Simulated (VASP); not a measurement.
# Ir (I4/mmm) in VASP: a series of runs, part 2 of 3

VASP 6.6.1.

### Step 3. Single point, PBE

This run uses another cell than the first one, of the same volume but with other edges.

INCAR reads:

```
ALGO     = Fast           # electronic algorithm
EDIFF    = 1E-7           # SCF threshold, eV
ENCUT    = 520            # plane-wave cutoff, eV
GGA      = PE             # functional
ISIF     = 2              # what is computed and relaxed
ISMEAR   = 0              # smearing method
LASPH    = T              # aspherical terms in the spheres
LCHARG   = F              # write CHGCAR
LREAL    = F              # projectors in reciprocal space
LWAVE    = F              # write WAVECAR
NBANDS   = 10             # bands
NELM     = 80             # most SCF steps
PREC     = Accurate       # precision mode
SIGMA    = 0.15           # smearing width, eV
```

KPOINTS reads:

```
k-points
0
Gamma
  24 24 24
```

POSCAR reads:

```
Ir
1.0
    0.0000000000      2.0265643084      1.7225796622
    2.0265643084      0.0000000000      1.7225796622
    2.0265643084      2.0265643084      0.0000000000
Ir
1
Direct
    0.0000000000      0.0000000000      0.0000000000
```

Potentials or basis: VASP PAW PBE potentials, release 64 (Ir).

Run with:

```console
$ cat potpaw_PBE.64/Ir/POTCAR > POTCAR
$ mpirun -np 1 vasp_std > vasp.out
```

OUTCAR:

```text
EDIFF = 1E-7
   ENCUT = 520
   GGA = PE
   ISIF = 2
   ISMEAR = 0
   LASPH = T
   LREAL = F
   NELM = 80
   PREC = Accurate

 ion  position               nearest neighbor table
   1  0.000  0.000  0.000-

  LATTYP: Found a body centered tetragonal cell.
 ALAT       =     2.8659947300
 C/A-ratio  =     1.2020815281

  Lattice vectors:

 A1 = (   0.0000000000,  -2.0265643084,  -1.7225796622)
 A2 = (   0.0000000000,   2.0265643084,  -1.7225796622)
 A3 = (   2.0265643084,   0.0000000000,   1.7225796622)

Analysis of symmetry for initial positions (statically):
=====================================================================
 Subroutine PRICEL returns:
 Original cell was already a primitive cell.

 Routine SETGRP: Setting up the symmetry group for a
 body centered tetragonal supercell.

 Subroutine GETGRP returns: Found 16 space group operations
 (whereof 16 operations were pure point group operations)
 out of a pool of 16 trial point group operations.

The static configuration has the point symmetry D_4h.

Analysis of symmetry for dynamics (positions and initial velocities):
=====================================================================
 Subroutine PRICEL returns:
 Original cell was already a primitive cell.

 Routine SETGRP: Setting up the symmetry group for a
 body centered tetragonal supercell.

 Subroutine GETGRP returns: Found 16 space group operations
 (whereof 16 operations were pure point group operations)
 out of a pool of 16 trial point group operations.

The dynamic configuration has the point symmetry D_4h.

 Subroutine INISYM returns: Found 16 space group operations
 (whereof 16 operations are pure point group operations),
 and found     1 'primitive' translations

----------------------------------------------------------------------------------------

                                     Primitive cell

  volume of cell :      14.1491

  direct lattice vectors                    reciprocal lattice vectors
     0.000000000  2.026564308  1.722579662    -0.246722987  0.246722987  0.290262338
     2.026564308  0.000000000  1.722579662     0.246722987 -0.246722987  0.290262338
     2.026564308  2.026564308  0.000000000     0.246722987  0.246722987 -0.290262338

  length of vectors
     2.659745023  2.659745023  2.865994730     0.453868582  0.453868582  0.453868582

  position of ions in fractional coordinates (direct lattice)
     0.000000000  0.000000000  0.000000000

  ion indices of the primitive-cell ions
   primitive index   ion index
                 1           1

----------------------------------------------------------------------------------------

 KPOINTS: k-points

Automatic generation of k-mesh.
 Grid dimensions read from file:
 generate k-points for:   24   24   24

 Generating k-lattice:

  Cartesian coordinates                     Fractional coordinates (reciprocal lattice)
    -0.010280124  0.010280124  0.012094264     0.041666667  0.000000000  0.000000000
     0.010280124 -0.010280124  0.012094264     0.000000000  0.041666667  0.000000000
     0.010280124  0.010280124 -0.012094264     0.000000000  0.000000000  0.041666667

  Length of vectors
     0.018911191  0.018911191  0.018911191

  Shift w.r.t. Gamma in fractional coordinates (k-lattice)
     0.000000000  0.000000000  0.000000000

 Subroutine IBZKPT returns following result:
 ===========================================

 Found   1063 irreducible k-points:

 Following reciprocal coordinates:
            Coordinates               Weight
  0.000000  0.000000  0.000000      1.000000
  0.041667  0.000000  0.000000      8.000000
  0.083333 -0.000000  0.000000      8.000000
  0.125000  0.000000  0.000000      8.000000
  0.166667  0.000000  0.000000      8.000000
  0.208333 -0.000000  0.000000      8.000000
[... 16 lines left out ...]
  0.416667  0.041667  0.000000      8.000000
  0.458333  0.041667  0.000000      8.000000
 [... further k-points ...]
   k-points           NKPTS =   1063   k-points in BZ     NKDIM =   1063   number of bands    NBANDS=     10
   number of dos      NEDOS =    301   number of ions     NIONS =      1
   total plane-waves  NPLWV =   9600
   dimension x,y,z NGX =    20 NGY =   20 NGZ =   24
   dimension x,y,z NGXF=    40 NGYF=   40 NGZF=   48
   ions per type =               1
   NGX,Y,Z   is equivalent  to a cutoff of  12.50, 12.50, 13.92 a.u.
   NGXF,Y,Z  is equivalent  to a cutoff of  25.00, 25.00, 27.84 a.u.
 SYSTEM =  unknown system
   PREC   = accura    normal or accurate (medium, high low for compatibility)
   ISTART =      0    job   : 0-new  1-cont  2-samecut
   ICHARG =      2    charge: 1-file 2-atom 10-const
   ISPIN  =      1    spin polarized calculation?
   LNONCOLLINEAR =      F non collinear calculations
   LSORBIT =      F    spin-orbit coupling
   LASPH  =      T    aspherical Exc in radial PAW
   ENCUT  =  520.0 eV  38.22 Ry    6.18 a.u.   4.95  4.95  5.33*2*pi/ulx,y,z
   NELM   =     80;   NELMIN=  2; NELMDL= -5     # of ELM steps
   EDIFF  = 0.1E-06   stopping-criterion for ELM
   LREAL  =      F    real-space projection
   EDIFFG = 0.1E-05   stopping-criterion for IOM
   NSW    =      0    number of steps for IOM
   IBRION =     -1    ionic relax: 0-MD 1-quasi-New 2-CG
   NFREE  =      0    steps in history (QN), initial steepest desc. (CG)
   ISIF   =      2    stress and relaxation
   ISYM   =      2    0-nonsym 1-usesym 2-fastsym
   POTIM  = 0.5000    time-step for ionic-motion
   TEBEG  =    0.0;   TEEND  =   0.0 temperature during run
   PSTRESS=    0.0 pullay stress
   NELECT =       9.0000    total number of electrons
   NUPDOWN=      -1.0000    fix difference up-down
   EMIN   =  10.00;   EMAX   =-10.00  energy-range for DOS
   EFERMI =   0.00;   METHOD = LEGACY
   ISMEAR =     0;   SIGMA  =   0.15  broadening in eV -4-tet -1-fermi 0-gaus
   EFERMI_NEDOS =   21; number of points for ismear=-14 and -15
   IALGO  =     68    algorithm
   IMIX   =      4    mixing-type and parameters
     AMIX     =   0.40;   BMIX     =  1.00
     AMIX_MAG =   1.60;   BMIX_MAG =  1.00
  volume/ion in A,a.u.               =      14.15        95.48
  Fermi-wavevector in a.u.,A,eV,Ry     =   1.407923  2.660589 26.970118  1.982248
  Thomas-Fermi vector in A             =   2.530133
   LORBIT       =      0    0 simple, 1 ext, 2 COOP (PROOUT), +10 PAW based schemes
   GGA     = PE    functional components
   LHFCALC =     F    Hartree Fock is set to
   AEXX    =    0.0000 exact exchange contribution
   IVDW    =     0    specifies the selected vdW correction
   LEPSILON=     F    determine dielectric tensor
   LRPA    =     F    only Hartree local field effects (RPA)
 non-spin polarized calculation
 RMM-DIIS sequential band-by-band and
 Gauss-broadening in eV      SIGMA  =   0.15
  energy-cutoff  :      520.00
  volume of cell :       14.15
 maximum number of plane-waves:       410
   NGX =  9   NGY =  9   NGZ = 11

 number of electron       9.0000001 magnetization

 Free energy of the ion-electron system (eV)
  ---------------------------------------------------
  ext. energy  EPLUGINS =         0.00000000
  ---------------------------------------------------
  free energy    TOTEN  =        -8.58709418 eV

  energy without entropy =       -8.57377330  energy(sigma->0) =       -8.58043374

 E-fermi :  10.3257     XC(G=0): -13.9802

 val. band max:       10.3248693623   @ k =  -0.3750   0.0000   0.1667
 cond. band min:      10.3262310296   @ k =  -0.4583   0.2083   0.1667
 fundamental gap:      0.0013616672
 Fermi energy:        10.3256579077

 k-point     1 :       0.0000    0.0000    0.0000
  band No.  band energies     occupation
      1      -0.7085      2.00000
      2       6.1250      2.00000
      3       6.1250      2.00000
      4       7.8107      2.00000
      5       7.9444      2.00000
      6      10.1418      1.91706
      7      25.2202      0.00000
      8      28.6585      0.00000
      9      28.6585      0.00000
     10      34.4731      0.00000

 k-point     2 :       0.0417    0.0000    0.0000
  band No.  band energies     occupation
      1      -0.6299      2.00000
      2       6.1234      2.00000
      3       6.1555      2.00000
      4       7.8092      2.00000
      5       7.9294      2.00000
      6      10.1089      1.95900
      7      25.3501      0.00000
      8      28.6121      0.00000
      9      28.7815      0.00000
     10      33.8167      0.00000
[... 274 lines left out ...]
 k-point    24 :       0.4583    0.0417    0.0000
  band No.  band energies     occupation
      1       2.4069      2.00000
      2       5.4797      2.00000
      3       7.7049      2.00000
      4       8.7719      2.00000
      5      11.0250      0.00000
      6      11.8563      0.00000
      7      18.4240      0.00000
      8      24.2481      0.00000
      9      28.9517      0.00000
     10      32.5700      0.00000

 [... further k-points ...]
[... 5 lines left out ...]
  --------------------------------------------------------------------------------------
  -------------------------------------------------------------------------------------
  Total       -0.1080638     -0.1080638      4.0930183      0.0000000     -0.0000000     -0.0000000
  in kB      -12.2366013    -12.2366013    463.4727268      0.0000000     -0.0000000     -0.0000000
  external PRESSURE =     146.3331747 kB  Pullay stress =       0.0000000 kB

 VOLUME and BASIS-vectors are now :
 -----------------------------------------------------------------------------
  energy-cutoff  :      520.00
  volume of cell :       14.15
      direct lattice vectors                 reciprocal lattice vectors
     0.000000000  2.026564308  1.722579662    -0.246722987  0.246722987  0.290262338
     2.026564308  0.000000000  1.722579662     0.246722987 -0.246722987  0.290262338
     2.026564308  2.026564308  0.000000000     0.246722987  0.246722987 -0.290262338

 POSITION                                       TOTAL-FORCE (eV/Angst)
 -----------------------------------------------------------------------------------
      0.00000      0.00000      0.00000         0.000000     -0.000000      0.000000
 -----------------------------------------------------------------------------------
    total drift:                                0.000000     -0.000000     -0.000000

  FREE ENERGIE OF THE ION-ELECTRON SYSTEM (eV)
  ---------------------------------------------------
  free  energy   TOTEN  =        -8.5870941756 eV

  energy  without entropy=       -8.5737732981  energy(sigma->0) =       -8.58043374
```

Wall time 2.8 min (1 thread of Intel Xeon Platinum 8488C (Sapphire Rapids), shared host); peak memory 0.28 GiB.

What came out:

- Free energy: -8.5871 eV
- Pressure: 14.6 GPa

Levels at points of the mesh, in eV from the Fermi level:
| k point | band 1 | band 2 | band 3 | band 4 | band 5 | band 6 | band 7 | band 8 |
| --- | --- | --- | --- | --- | --- | --- | --- | --- |
| (0.00, 0.00, 0.00) | -11.03 | -4.20 | -4.20 | -2.51 | -2.38 | -0.18 | 14.89 | 18.33 |
| (0.50, 0.00, 0.00) | -8.00 | -4.95 | -2.58 | -0.59 | 0.29 | 1.64 | 7.58 | 13.58 |
| (0.50, 0.50, 0.00) | -7.66 | -7.42 | 0.97 | 1.61 | 1.61 | 4.34 | 9.88 | 9.88 |
| (0.50, 0.00, 0.50) | -7.88 | -6.91 | 0.55 | 0.56 | 0.71 | 2.22 | 9.31 | 12.05 |

Caveat: spin-orbit coupling is left out, which moves the levels of the heavy elements.

### Step 4. Single point, PBE

This run uses another cell than the first one, of the same volume but with other edges.

INCAR reads:

```
SYSTEM = Ir
PREC = Accurate
ENCUT = 520
EDIFF = 1E-6
ISMEAR = 0
SIGMA = 0.15
LREAL = .FALSE.
LASPH = .TRUE.
NELM = 60
ALGO = Fast
ISIF = 2
LWAVE = .FALSE.
LCHARG = .TRUE.
GGA = PE
LELF = .TRUE.
LVHAR = .TRUE.
NBANDS = 10
```

KPOINTS reads:

```
regular mesh
0
G
  24 24 24
  0 0 0
```

POSCAR reads:

```
Ir
1.0
    0.0000000000      1.8065068646      2.1678082376
    1.8065068646      0.0000000000      2.1678082376
    1.8065068646      1.8065068646      0.0000000000
Ir
1
Direct
    0.0000000000      0.0000000000      0.0000000000
```

Run with:

```console
$ cat potpaw_PBE.64/Ir/POTCAR > POTCAR
$ mpirun -np 1 vasp_std > vasp.out
```

Run time: 2 min. Hardware: 1 thread of Intel Xeon Platinum 8488C (Sapphire Rapids), shared host; peak memory 0.28 GiB.

The run converged. Its results:

- Free energy: -8.4779 eV
- Pressure: 18.7 GPa

Stress tensor (GPa, compression positive):
```
 39.81   0.00   0.00
  0.00  39.81   0.00
  0.00   0.00 -23.59
```

Levels at points of the mesh, in eV from the Fermi level:
```csv
k point,band 1,band 2,band 3,band 4,band 5,band 6,band 7,band 8
"(0.00, 0.00, 0.00)",-11.06,-5.42,-3.02,-2.74,-2.74,0.37,14.94,16.67
"(0.50, 0.00, 0.00)",-8.00,-5.06,-2.71,-0.61,0.49,1.27,7.71,13.13
"(0.50, 0.50, 0.00)",-8.08,-7.32,-0.49,1.30,1.33,1.33,7.42,14.13
"(0.50, 0.00, 0.50)",-7.86,-7.07,0.07,0.39,2.93,3.15,10.09,11.89
```

Caveat: spin-orbit coupling is left out, which moves the levels of the heavy elements.

(Continued in part 3 of 3.)
